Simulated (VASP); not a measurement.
# Ti2O (P2/m) in VASP: single point with LDA

Aim: the single point of Ti2O with LDA.

All numbers are computed with VASP 6.6.1; they aren't measurements. Logs are shortened: lines on timing, memory, paths and dates and some standing lists are left out, and cuts for length are marked.

### 1 The cell of the first run

The structure is monoclinic, space group P2/m (No. 10). Conventional cell: a = 4.650 Å, b = 2.938 Å, c = 8.203 Å, α = 90.00°, β = 91.99°, γ = 90.00°. Within 2.7 Å of Ti (site symmetry m) lie 4 O at 2.05 Å and 1 Ti at 2.55 Å. Within 2.7 Å of Ti (site symmetry m) lie 2 O at 2.03 Å and 2 Ti at 2.60 to 2.62 Å. Ti (site symmetry m) has 3 O at 2.11 to 2.54 Å within 2.8 Å. Within 2.7 Å of O (site symmetry m) lie 6 Ti at 2.03 to 2.54 Å and 1 O at 2.55 Å. Within 2.7 Å of O (site symmetry 2/m) lie 6 Ti at 2.05 to 2.28 Å and 2 O at 2.55 Å.

### 2 Single point, LDA

INCAR

```
SYSTEM = Ti2O
  PREC = Accurate
  ENCUT = 520
  EDIFF = 1E-7
  ISMEAR = 0
  SIGMA = 0.1
  LREAL = .FALSE.
  LASPH = .TRUE.
  NELM = 80
  ALGO = Normal
  ISIF = 2
  LWAVE = .FALSE.
  LCHARG = .TRUE.
  LELF = .TRUE.
  LVHAR = .TRUE.
  NBANDS = 55
  LUSENCCL = .FALSE.
```

KPOINTS

```
Automatic mesh
0
G
  8 12 6
  0 0 0
```

POSCAR

```
Ti2O
1.0
    4.6495507535      0.0000000000      0.0000000000
    0.0000000000      2.9377132700      0.0000000000
   -0.2846966688      0.0000000000      8.1981922294
Ti O
6 3
Direct
    0.7357996600      0.5000000000      0.0845366700
    0.2531941700      0.5000000000      0.5722185600
    0.2642003400      0.5000000000      0.9154633300
    0.7468058300      0.5000000000      0.4277814400
    0.7458195100      0.0000000000      0.7567486200
    0.2541804900      0.0000000000      0.2432513800
    0.7085726000      0.0000000000      0.2579515100
    0.2914274000      0.0000000000      0.7420484900
    0.0000000000      0.0000000000      0.0000000000
```

Potentials or basis: VASP PAW LDA potentials, release 64 (Ti_sv, O).

The run is started by

```
cat potpaw_LDA.64/Ti_sv/POTCAR potpaw_LDA.64/O/POTCAR > POTCAR
mpirun -np 1 vasp_std > vasp.out
```

OUTCAR:

```text
SYSTEM = Ti2O
   PREC = Accurate
   ENCUT = 520
   EDIFF = 1E-7
   ISMEAR = 0
   LREAL = .FALSE.
   LASPH = .TRUE.
   NELM = 80
   ISIF = 2

 ion  position               nearest neighbor table
   1  0.736  0.500  0.085-   9 2.05   9 2.05   7 2.05   7 2.05   3 2.55   4 2.81   3 2.86
   2  0.253  0.500  0.572-   8 2.03   8 2.03   4 2.60   4 2.62   3 2.81
   3  0.264  0.500  0.915-   9 2.05   9 2.05   8 2.05   8 2.05   1 2.55   2 2.81   1 2.86
   4  0.747  0.500  0.428-   7 2.03   7 2.03   2 2.60   2 2.62   1 2.81
   5  0.746  0.000  0.757-   8 2.11   9 2.28
   6  0.254  0.000  0.243-   7 2.11   9 2.28
   7  0.709  0.000  0.258-   4 2.03   4 2.03   1 2.05   1 2.05   6 2.11
   8  0.291  0.000  0.742-   2 2.03   2 2.03   3 2.05   3 2.05   5 2.11
   9  0.000  0.000  0.000-   1 2.05   3 2.05   1 2.05   3 2.05   5 2.28   6 2.28

  LATTYP: Found a simple monoclinic cell.
 ALAT       =     4.6495507535
 B/A-ratio  =     0.6318273368
 C/A-ratio  =     1.7642852980
 COS(beta)  =    -0.0347058414

  Lattice vectors:

 A1 = (   4.6495507535,   0.0000000000,   0.0000000000)
 A2 = (   0.0000000000,   2.9377132700,   0.0000000000)
 A3 = (  -0.2846966688,   0.0000000000,   8.1981922294)

Analysis of symmetry for initial positions (statically):
=====================================================================
 Subroutine PRICEL returns:
 Original cell was already a primitive cell.

 Routine SETGRP: Setting up the symmetry group for a
 simple monoclinic supercell.

 Subroutine GETGRP returns: Found  4 space group operations
 (whereof  4 operations were pure point group operations)
 out of a pool of  4 trial point group operations.

The static configuration has the point symmetry C_2h.

Analysis of symmetry for dynamics (positions and initial velocities):
=====================================================================
 Subroutine PRICEL returns:
 Original cell was already a primitive cell.

 Routine SETGRP: Setting up the symmetry group for a
 simple monoclinic supercell.

 Subroutine GETGRP returns: Found  4 space group operations
 (whereof  4 operations were pure point group operations)
 out of a pool of  4 trial point group operations.

The dynamic configuration has the point symmetry C_2h.

 Subroutine INISYM returns: Found  4 space group operations
 (whereof  4 operations are pure point group operations),
 and found     1 'primitive' translations

----------------------------------------------------------------------------------------

                                     Primitive cell

  volume of cell :     111.9795

  direct lattice vectors                    reciprocal lattice vectors
     4.649550753  0.000000000  0.000000000     0.215074542 -0.000000000  0.007468842
     0.000000000  2.937713270  0.000000000     0.000000000  0.340400818 -0.000000000
    -0.284696669  0.000000000  8.198192229     0.000000000  0.000000000  0.121978111

  length of vectors
     4.649550753  2.937713270  8.203134037     0.215204188  0.340400818  0.121978111

  position of ions in fractional coordinates (direct lattice)
     0.735799660  0.500000000  0.084536670
     0.253194170  0.500000000  0.572218560
     0.264200340  0.500000000  0.915463330
     0.746805830  0.500000000  0.427781440
     0.745819510  0.000000000  0.756748620
     0.254180490  0.000000000  0.243251380
     0.708572600  0.000000000  0.257951510
     0.291427400  0.000000000  0.742048490
     0.000000000  0.000000000  0.000000000

  ion indices of the primitive-cell ions
   primitive index   ion index
                 1           1
                 2           2
                 3           3
                 4           4
                 5           5
                 6           6
                 7           7
                 8           8
                 9           9

----------------------------------------------------------------------------------------

 KPOINTS: Automatic mesh

Automatic generation of k-mesh.
 Grid dimensions read from file:
 generate k-points for:    8   12    6

 Generating k-lattice:

  Cartesian coordinates                     Fractional coordinates (reciprocal lattice)
     0.026884318 -0.000000000  0.000933605     0.125000000  0.000000000 -0.000000000
     0.000000000  0.028366735 -0.000000000     0.000000000  0.083333333  0.000000000
     0.000000000  0.000000000  0.020329685     0.000000000  0.000000000  0.166666667

  Length of vectors
     0.026900523  0.028366735  0.020329685

  Shift w.r.t. Gamma in fractional coordinates (k-lattice)
     0.000000000  0.000000000  0.000000000

 Subroutine IBZKPT returns following result:
 ===========================================

 Found    182 irreducible k-points:

 Following reciprocal coordinates:
            Coordinates               Weight
  0.000000  0.000000  0.000000      1.000000
  0.125000  0.000000  0.000000      2.000000
  0.250000  0.000000  0.000000      2.000000
  0.375000  0.000000  0.000000      2.000000
  0.500000  0.000000  0.000000      1.000000
  0.000000  0.083333  0.000000      2.000000
[... 16 lines left out ...]
  0.250000  0.333333  0.000000      4.000000
  0.375000  0.333333  0.000000      4.000000
 [... further k-points ...]
   k-points           NKPTS =    182   k-points in BZ     NKDIM =    182   number of bands    NBANDS=     55
   number of dos      NEDOS =    301   number of ions     NIONS =      9
   total plane-waves  NPLWV =  55296
   dimension x,y,z NGX =    36 NGY =   24 NGZ =   64
   dimension x,y,z NGXF=    72 NGYF=   48 NGZF=  128
   ions per type =               6   3
   NGX,Y,Z   is equivalent  to a cutoff of  12.87, 13.58, 12.97 a.u.
   NGXF,Y,Z  is equivalent  to a cutoff of  25.74, 27.16, 25.94 a.u.
 SYSTEM =  Ti2O
   PREC   = accura    normal or accurate (medium, high low for compatibility)
   ISTART =      0    job   : 0-new  1-cont  2-samecut
   ICHARG =      2    charge: 1-file 2-atom 10-const
   ISPIN  =      1    spin polarized calculation?
   LNONCOLLINEAR =      F non collinear calculations
   LSORBIT =      F    spin-orbit coupling
   LASPH  =      T    aspherical Exc in radial PAW
   ENCUT  =  520.0 eV  38.22 Ry    6.18 a.u.   8.65  5.46 15.25*2*pi/ulx,y,z
   NELM   =     80;   NELMIN=  2; NELMDL= -5     # of ELM steps
   EDIFF  = 0.1E-06   stopping-criterion for ELM
   LREAL  =      F    real-space projection
   EDIFFG = 0.1E-05   stopping-criterion for IOM
   NSW    =      0    number of steps for IOM
   IBRION =     -1    ionic relax: 0-MD 1-quasi-New 2-CG
   NFREE  =      0    steps in history (QN), initial steepest desc. (CG)
   ISIF   =      2    stress and relaxation
   ISYM   =      2    0-nonsym 1-usesym 2-fastsym
   POTIM  = 0.5000    time-step for ionic-motion
   TEBEG  =    0.0;   TEEND  =   0.0 temperature during run
   PSTRESS=    0.0 pullay stress
   NELECT =      90.0000    total number of electrons
   NUPDOWN=      -1.0000    fix difference up-down
   EMIN   =  10.00;   EMAX   =-10.00  energy-range for DOS
   EFERMI =   0.00;   METHOD = LEGACY
   ISMEAR =     0;   SIGMA  =   0.10  broadening in eV -4-tet -1-fermi 0-gaus
   EFERMI_NEDOS =   21; number of points for ismear=-14 and -15
   IALGO  =     38    algorithm
   IMIX   =      4    mixing-type and parameters
     AMIX     =   0.40;   BMIX     =  1.00
     AMIX_MAG =   1.60;   BMIX_MAG =  1.00
  volume/ion in A,a.u.               =      12.44        83.96
  Fermi-wavevector in a.u.,A,eV,Ry     =   1.522099  2.876350 31.521769  2.316785
  Thomas-Fermi vector in A             =   2.630724
   LORBIT       =      0    0 simple, 1 ext, 2 COOP (PROOUT), +10 PAW based schemes
   GGA     = CA    functional components
   LHFCALC =     F    Hartree Fock is set to
   AEXX    =    0.0000 exact exchange contribution
   IVDW    =     0    specifies the selected vdW correction
   LEPSILON=     F    determine dielectric tensor
   LRPA    =     F    only Hartree local field effects (RPA)
 non-spin polarized calculation
 Gauss-broadening in eV      SIGMA  =   0.10
  energy-cutoff  :      520.00
  volume of cell :      111.98
 maximum number of plane-waves:      3039
   NGX = 17   NGY = 11   NGZ = 31

 number of electron      90.0000027 magnetization

 Free energy of the ion-electron system (eV)
  ---------------------------------------------------
  ext. energy  EPLUGINS =         0.00000000
  ---------------------------------------------------
  free energy    TOTEN  =       -85.69394218 eV

  energy without entropy =      -85.67560118  energy(sigma->0) =      -85.68477168

 E-fermi :   9.3028     XC(G=0): -12.4815

 val. band max:        9.3022761956   @ k =   0.1250   0.0833   0.5000
 cond. band min:       9.3057191046   @ k =   0.5000   0.1667   0.0000
 fundamental gap:      0.0034429090
 Fermi energy:         9.3028071032

 k-point     1 :       0.0000    0.0000    0.0000
  band No.  band energies     occupation
      1     -47.4015      2.00000
      2     -47.2790      2.00000
      3     -47.1771      2.00000
      4     -47.1763      2.00000
      5     -47.0096      2.00000
      6     -46.8753      2.00000
[... 47 lines left out ...]
     54      10.9758      0.00000
     55      11.1321      0.00000

 k-point     2 :       0.1250    0.0000    0.0000
  band No.  band energies     occupation
      1     -47.3973      2.00000
      2     -47.2819      2.00000
      3     -47.1778      2.00000
      4     -47.1763      2.00000
      5     -47.0049      2.00000
      6     -46.8807      2.00000
[... 47 lines left out ...]
     54      11.0253      0.00000
     55      11.2012      0.00000

 k-point     3 :       0.2500    0.0000    0.0000
  band No.  band energies     occupation
      1     -47.3859      2.00000
      2     -47.2902      2.00000
      3     -47.1791      2.00000
      4     -47.1768      2.00000
      5     -46.9914      2.00000
      6     -46.8959      2.00000
[... 1152 lines left out ...]
 k-point    23 :       0.2500    0.3333    0.0000
  band No.  band energies     occupation
      1     -47.3457      2.00000
      2     -47.2550      2.00000
      3     -47.1520      2.00000
      4     -47.1514      2.00000
      5     -46.9609      2.00000
      6     -46.8646      2.00000
[... 47 lines left out ...]
     54      11.3820      0.00000
     55      11.5686      0.00000

 k-point    24 :       0.3750    0.3333    0.0000
  band No.  band energies     occupation
      1     -47.3335      2.00000
      2     -47.2665      2.00000
      3     -47.1521      2.00000
      4     -47.1517      2.00000
      5     -46.9392      2.00000
      6     -46.8869      2.00000
[... 47 lines left out ...]
     54      11.3818      0.00000
     55      11.5271      0.00000

 [... further k-points ...]
[... 5 lines left out ...]
  --------------------------------------------------------------------------------------
  -------------------------------------------------------------------------------------
  Total       -6.6589798     -6.8638562     -6.9813780      0.0000000      0.0000000     -0.0426098
  in kB      -95.2751819    -98.2065066    -99.8879825      0.0000000      0.0000000     -0.6096513
  external PRESSURE =     -97.7898903 kB  Pullay stress =       0.0000000 kB

 VOLUME and BASIS-vectors are now :
 -----------------------------------------------------------------------------
  energy-cutoff  :      520.00
  volume of cell :      111.98
      direct lattice vectors                 reciprocal lattice vectors
     4.649550753  0.000000000  0.000000000     0.215074542 -0.000000000  0.007468842
     0.000000000  2.937713270  0.000000000     0.000000000  0.340400818 -0.000000000
    -0.284696669  0.000000000  8.198192229     0.000000000  0.000000000  0.121978111

 POSITION                                       TOTAL-FORCE (eV/Angst)
 -----------------------------------------------------------------------------------
      3.39707      1.46886      0.69305         0.283232      0.000000      0.255955
      1.01433      1.46886      4.69116         0.018930     -0.000000      0.305417
      0.96778      1.46886      7.50514        -0.283232     -0.000000     -0.255955
      3.35052      1.46886      3.50703        -0.018930      0.000000     -0.305417
      3.25228      0.00000      6.20397        -0.076544     -0.000000      0.142823
      1.11257      0.00000      1.99422         0.076544     -0.000000     -0.142823
      3.22111      0.00000      2.11474        -0.171348     -0.000000      0.041982
      1.14375      0.00000      6.08346         0.171348     -0.000000     -0.041982
      0.00000      0.00000      0.00000        -0.000000     -0.000000      0.000000
 -----------------------------------------------------------------------------------
    total drift:                                0.000000      0.000000      0.000000

  FREE ENERGIE OF THE ION-ELECTRON SYSTEM (eV)
  ---------------------------------------------------
  free  energy   TOTEN  =       -85.6939421784 eV

  energy  without entropy=      -85.6756011778  energy(sigma->0) =      -85.68477168
```

It took 13 min on 1 × NVIDIA H100 80GB with 1 thread of AMD EPYC 7R13 (Zen 3), shared host; peak memory 1.9 GiB.

Results:

- Free energy: -85.6939 eV
- Pressure: -9.8 GPa
- Largest force: 0.382 eV/Å
- Band gap on the k mesh: zero (bands 45 and 46 overlap by 0.61 eV)

Forces in eV/Å, atoms in the order of the input:
```
Ti   0.283  0.000  0.256
Ti   0.019  0.000  0.305
Ti  -0.283  0.000 -0.256
Ti  -0.019  0.000 -0.305
Ti  -0.077  0.000  0.143
Ti   0.077  0.000 -0.143
O   -0.171  0.000  0.042
O    0.171  0.000 -0.042
O    0.000  0.000  0.000
```

Levels at points of the mesh, in eV from the Fermi level:
```
           k point  band 41  band 42  band 43  band 44  band 45  band 46  band 47  band 48  band 49  band 50
(0.00, 0.00, 0.00)    -0.86    -0.75    -0.41     0.11     0.22     0.25     0.50     0.55     0.67     0.88
(0.50, 0.00, 0.00)    -1.48    -1.15    -0.88    -0.53    -0.28     0.00     0.53     1.00     1.05     1.15
(0.00, 0.50, 0.00)    -1.64    -1.36    -0.81    -0.77    -0.76     0.35     0.92     1.07     1.29     1.86
(0.50, 0.50, 0.00)    -1.31    -1.17    -1.05    -0.50    -0.16    -0.16     0.72     1.00     1.18     1.41
(0.00, 0.00, 0.50)    -1.29    -1.21    -0.11    -0.01     0.09     0.32     0.55     0.62     0.81     0.83
(0.50, 0.00, 0.50)    -1.51    -1.21    -0.95    -0.50    -0.50    -0.34     0.61     1.13     1.13     1.19
(0.00, 0.50, 0.50)    -1.41    -1.37    -1.27    -1.14    -0.68     0.74     0.89     1.14     1.46     1.55
(0.50, 0.50, 0.50)    -1.36    -1.23    -1.18    -0.98    -0.46     0.53     0.95     1.00     1.26     1.73
```

Caveat: the cell stands under tension.
